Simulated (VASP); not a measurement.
# SrCl2 (Fm-3m) in VASP: a series of runs, part 2 of 2

VASP 6.6.1. The steps go on from the part before.

**3. Single point, r2SCAN (30.24 Å³/atom)**

This run uses another cell than the first one, of 30.24 Å³/atom.

POSCAR reads:

```
SrCl2
1.0
    0.0000000000      3.5662497493      3.5662497493
    3.5662497493      0.0000000000      3.5662497493
    3.5662497493      3.5662497493      0.0000000000
Sr Cl
1 2
Direct
    0.0000000000      0.0000000000      0.0000000000
    0.2500000000      0.2500000000      0.2500000000
    0.7500000000      0.7500000000      0.7500000000
```

INCAR.step1 reads:

```
SYSTEM = SrCl2
PREC = Accurate
ENCUT = 520
ISMEAR = 0
SIGMA = 0.01
LREAL = .False.
LASPH = .True.
NELM = 100
NBANDS = 19
GGA = PE
ALGO = Normal
EDIFF = 1E-4
LWAVE = .True.
LCHARG = .False.
```

INCAR.step2 reads:

```
SYSTEM = SrCl2
PREC = Accurate
ENCUT = 520
EDIFF = 1E-6
ISMEAR = 0
SIGMA = 0.01
LREAL = .False.
LASPH = .True.
NELM = 100
ALGO = Normal
ISIF = 2
LWAVE = .False.
LCHARG = .False.
METAGGA = R2SCAN
LMIXTAU = .True.
NBANDS = 19
ISTART = 1
```

KPOINTS reads:

```
regular mesh
0
Gamma
  6 6 6
  0 0 0
```

Potentials or basis: VASP PAW PBE potentials, release 64 (Sr_sv, Cl).

Run with:

```sh
> cat potpaw_PBE.64/Sr_sv/POTCAR potpaw_PBE.64/Cl/POTCAR > POTCAR
> cp INCAR.step1 INCAR
> mpirun -np 1 vasp_std > vasp.out
> cp INCAR.step2 INCAR
> mpirun -np 1 vasp_std > vasp.out
```

OUTCAR:

```text
SYSTEM = SrCl2
   PREC = Accurate
   ENCUT = 520
   EDIFF = 1E-6
   ISMEAR = 0
   LREAL = .False.
   LASPH = .True.
   NELM = 100
   ISIF = 2
   METAGGA = R2SCAN
   ISTART = 1

 ion  position               nearest neighbor table
   1  0.000  0.000  0.000-   2 3.09   3 3.09   3 3.09   3 3.09   3 3.09   2 3.09   2 3.09   2 3.09

   2  0.250  0.250  0.250-   1 3.09   1 3.09   1 3.09   1 3.09
   3  0.750  0.750  0.750-   1 3.09   1 3.09   1 3.09   1 3.09

  LATTYP: Found a face centered cubic cell.
 ALAT       =     7.1324994986

  Lattice vectors:

 A1 = (   0.0000000000,   3.5662497493,   3.5662497493)
 A2 = (   3.5662497493,   0.0000000000,   3.5662497493)
 A3 = (   3.5662497493,   3.5662497493,   0.0000000000)

Analysis of symmetry for initial positions (statically):
=====================================================================
 Subroutine PRICEL returns:
 Original cell was already a primitive cell.

 Routine SETGRP: Setting up the symmetry group for a
[... 158 lines left out ...]
  free energy    TOTEN  =       -35.66746771 eV

  energy without entropy =      -35.66746771  energy(sigma->0) =      -35.66746771

 E-fermi :  -0.5561     XC(G=0):  -8.4636

 val. band max:       -0.6389020931   @ k =   0.5000   0.5000   0.0000
 cond. band min:       5.0825913386   @ k =   0.0000   0.0000   0.0000
 fundamental gap:      5.7214934318
 Fermi energy:        -0.5560922161

 k-point     1 :       0.0000    0.0000    0.0000
  band No.  band energies     occupation
      1     -34.8175      2.00000
      2     -16.1605      2.00000
      3     -16.1605      2.00000
      4     -16.1605      2.00000
      5     -14.3263      2.00000
      6     -13.5810      2.00000
[... 329 lines left out ...]
      6     -13.7543      2.00000
[... 11 lines left out ...]
     18       9.3150      0.00000
     19       9.7598      0.00000

------------------------ aborting loop because EDIFF is reached ----------------------------------------

  FORCE on cell =-STRESS in cart. coord.  units (eV):
  Direction    XX          YY          ZZ          XY          YZ          ZX
  --------------------------------------------------------------------------------------
  -------------------------------------------------------------------------------------
  Total       -1.0767289     -1.0767289     -1.0767289      0.0000000      0.0000000      0.0000000
  in kB      -19.0174249    -19.0174249    -19.0174249      0.0000000      0.0000000      0.0000000
  external PRESSURE =     -19.0174249 kB  Pullay stress =       0.0000000 kB

 VOLUME and BASIS-vectors are now :
 -----------------------------------------------------------------------------
  energy-cutoff  :      520.00
  volume of cell :       90.71
      direct lattice vectors                 reciprocal lattice vectors
     0.000000000  3.566249749  3.566249749    -0.140203305  0.140203305  0.140203305
     3.566249749  0.000000000  3.566249749     0.140203305 -0.140203305  0.140203305
     3.566249749  3.566249749  0.000000000     0.140203305  0.140203305 -0.140203305

 POSITION                                       TOTAL-FORCE (eV/Angst)
 -----------------------------------------------------------------------------------
      0.00000      0.00000      0.00000         0.000000     -0.000000     -0.000000
      1.78312      1.78312      1.78312         0.000000      0.000000      0.000000
      5.34937      5.34937      5.34937        -0.000000     -0.000000     -0.000000
 -----------------------------------------------------------------------------------
    total drift:                               -0.000000     -0.000000      0.000000

  FREE ENERGIE OF THE ION-ELECTRON SYSTEM (eV)
  ---------------------------------------------------
  free  energy   TOTEN  =       -35.6674677107 eV

  energy  without entropy=      -35.6674677107  energy(sigma->0) =      -35.66746771
```

OUTCAR.step1:

```text
SYSTEM = SrCl2
   PREC = Accurate
   ENCUT = 520
   ISMEAR = 0
   LREAL = .False.
   LASPH = .True.
[... 567 lines left out ...]
      0.00000      0.00000      0.00000        -0.000000     -0.000000     -0.000000
      1.78312      1.78312      1.78312        -0.000000     -0.000000     -0.000000
      5.34937      5.34937      5.34937         0.000000      0.000000      0.000000
 -----------------------------------------------------------------------------------
    total drift:                               -0.000000     -0.000000      0.000000

  FREE ENERGIE OF THE ION-ELECTRON SYSTEM (eV)
  ---------------------------------------------------
  free  energy   TOTEN  =       -12.7805544353 eV

  energy  without entropy=      -12.7805544353  energy(sigma->0) =      -12.78055444
```

Wall time 2.4 min (1 thread of Intel Xeon 8259CL, shared host); peak memory 0.27 GiB.

What came out:

```
Free energy            : -35.6675 eV
Pressure               : -1.9 GPa
Band gap on the k mesh : 5.72 eV (least direct gap 6.01 eV)
```

Levels at points of the mesh, in eV from the valence-band top:
```csv
k point,band 9,band 10,band 11,band 12,band 13,band 14,band 15,band 16
"(0.00, 0.00, 0.00)",-1.93,-0.32,-0.32,-0.32,5.72,6.70,6.70,9.51
"(0.50, 0.00, 0.00)",-1.36,-1.22,-0.98,-0.98,7.22,7.22,8.01,8.13
"(0.50, 0.50, 0.00)",-1.76,-0.35,-0.35,0.00,6.01,7.60,8.04,8.51
```

Caveat: the PAW data sets were made with another functional, which shifts forces and pressure a little. r2SCAN opens gaps a little over a GGA but as a rule still falls short of measured ones.
